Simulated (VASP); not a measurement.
Mn, 3 atoms in the cell. Symmetry: R-3m, No. 166, trigonal system. The conventional cell has a = 2.457 Å, b = 2.457 Å, c = 17.797 Å, α = 90.00°, β = 90.00°, γ = 120.00°. Within 3.2 Å of Mn (site symmetry -3m) lie 12 Mn at 2.43 to 2.46 Å. Within 3.2 Å of Mn (site symmetry 3m) lie 12 Mn at 2.43 to 2.46 Å. 

```yaml
Program: VASP 6.6.1
Task: single point
Functional: PBEsol
Potentials_or_basis: VASP PAW PBE potentials, release 64 (Mn_pv)
Cutoff: 520 eV
k_mesh: 9 × 9 × 9
Occupations: gaussian, width 0.1 eV
Spin: collinear spin, ferromagnetic start
Starting_moments: "[3.69, 3.7, 3.7] μB"
Dipole_correction: no
Further_INCAR_settings: ALGO = Normal; EDIFF = 1e-06; NBANDS = 30
```

Potentials or basis: VASP PAW PBE potentials, release 64 (Mn_pv).

Launch:

```sh
$ cat potpaw_PBE.64/Mn_pv/POTCAR > POTCAR
$ mpirun -np 1 vasp_std > vasp.out
```

Hardware: 1 thread of AMD EPYC 9R45 96-Core Processor (Zen 5), on a shared host.

How long does it take, and how much memory?

Wall time 11 min on 1 thread of AMD EPYC 9R45 96-Core Processor (Zen 5), on a shared host, peak memory 0.42 GiB. Counts: scf iterations 19, k points 85.
